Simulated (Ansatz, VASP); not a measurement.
## H3PbCF in VASP and in Ansatz

Contents of INCAR:

```
SYSTEM = H3PbCF
PREC = Accurate ; ENCUT = 520
EDIFF = 1E-6 ; ISMEAR = 0
SIGMA = 0.01 ; LREAL = .FALSE.
LASPH = .TRUE. ; NELM = 150
ALGO = Normal ; ISIF = 2
LWAVE = .FALSE. ; LCHARG = .FALSE.
MAGMOM = 0 0 0 0 0 0 0 0 0 0 0 0 0 0 0 0 0 0 ; LORBIT = 11
LSORBIT = .TRUE. ; GGA_COMPAT = .FALSE.
LORBMOM = .TRUE. ; GGA = PE
NBANDS = 44
```

KPOINTS

```
Automatic mesh
0
G
  1 1 1
  0 0 0
```

POSCAR

```
H3PbCF
1.0
   13.1300000000      0.0000000000      0.0000000000
    0.0000000000     10.7300000000      0.0000000000
    0.0000000000      0.0000000000     11.1300000000
Pb C H F
1 1 3 1
Direct
    0.4434859100      0.4894613200      0.4043126700
    0.5891073900      0.4878229300      0.5229955100
    0.6570974900      0.4653755800      0.4690898500
    0.5991325200      0.5807688700      0.5637834700
    0.5802185800      0.4193849000      0.5960305500
    0.3427265800      0.4845657000      0.5481958700
```

Input for Ansatz:

```yaml
crystal:
  lattice:
    - [13.13, 0.0, 0.0]
    - [0.0, 10.73, 0.0]
    - [0.0, 0.0, 11.13]
  atoms:
    - { symbol: Pb, position: [0.44348591, 0.48946132, 0.40431267] }
    - { symbol: C, position: [0.58910739, 0.48782293, 0.52299551] }
    - { symbol: H, position: [0.65709749, 0.46537558, 0.46908985] }
    - { symbol: H, position: [0.59913252, 0.58076887, 0.56378347] }
    - { symbol: H, position: [0.58021858, 0.4193849, 0.59603055] }
    - { symbol: F, position: [0.34272658, 0.4845657, 0.54819587] }
basis:
  ecutwfc: 420
  ecutrho_ratio: 4
kpoints:
  mp_grid: { grid: [1, 1, 1] }
hamiltonian:
  xc: pbe
scf:
  occupations: { method: gaussian, width: 0.01 }
output:
  forces: true
  eigenvalues: true
  populations: true
  write_density: true
  write_potential: true
  elf: true
  volumetric_format: npy
magnetization:
  noncollinear: true
  spin_orbit: true
```

Alike in both runs: task single point; functional PBE; k mesh 1 × 1 × 1; occupations gaussian, width 0.01 eV; non-collinear spin, spin-orbit coupling.

```csv
,VASP,Ansatz
version,VASP 6.6.1,Ansatz 0.2.0
potentials or method,"VASP PAW PBE potentials, release 64 (Pb_d, C, H, F), cutoff 520 eV","plane waves, PAW"
valence electrons in the cell,28,28
```

```tsv
	VASP	Ansatz	Ansatz less VASP
rms of the force components (eV/Å)	0.120	0.112	-0.0083
```

Atom by atom the forces differ by 0.031 eV/Å (rms over components). With one functional, cell and mesh, what is left measures potentials, basis and numerics. Ansatz's warnings: xc potential rough in thin density.
